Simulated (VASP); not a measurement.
A run of VASP 6.6.1:

INCAR

```
SYSTEM = Au
ALGO = Normal ; EDIFF = 1E-6
ENCUT = 520 ; GGA = PE
ISIF = 2 ; ISMEAR = -1
LASPH = .True. ; LCHARG = .True.
LELF = .True. ; LREAL = .False.
LVHAR = .True. ; LWAVE = .False.
NBANDS = 12 ; NELM = 100
PREC = Accurate ; SIGMA = 0.2
```

File KPOINTS:

```
k-points
0
Gamma
  13 13 13
  0 0 0
```

File POSCAR:

```
Au
1.0
    0.0000000000      2.0782552709      2.0782552709
    2.0782552709      0.0000000000      2.0782552709
    2.0782552709      2.0782552709      0.0000000000
Au
1
Direct
    0.0000000000      0.0000000000      0.0000000000
```

Potentials or basis: VASP PAW PBE potentials, release 64 (Au).

Run with:

```bash
$ cat potpaw_PBE.64/Au/POTCAR > POTCAR
$ mpirun -np 1 vasp_std > vasp.out
```

Hardware: 1 thread of AMD EPYC 7571, with other jobs on the host.

Q: Estimate the wall time of this run.

A: Run time: 34 s on 1 thread of AMD EPYC 7571, with other jobs on the host, peak memory 0.11 GiB. Counts: scf iterations 11, k points 84.
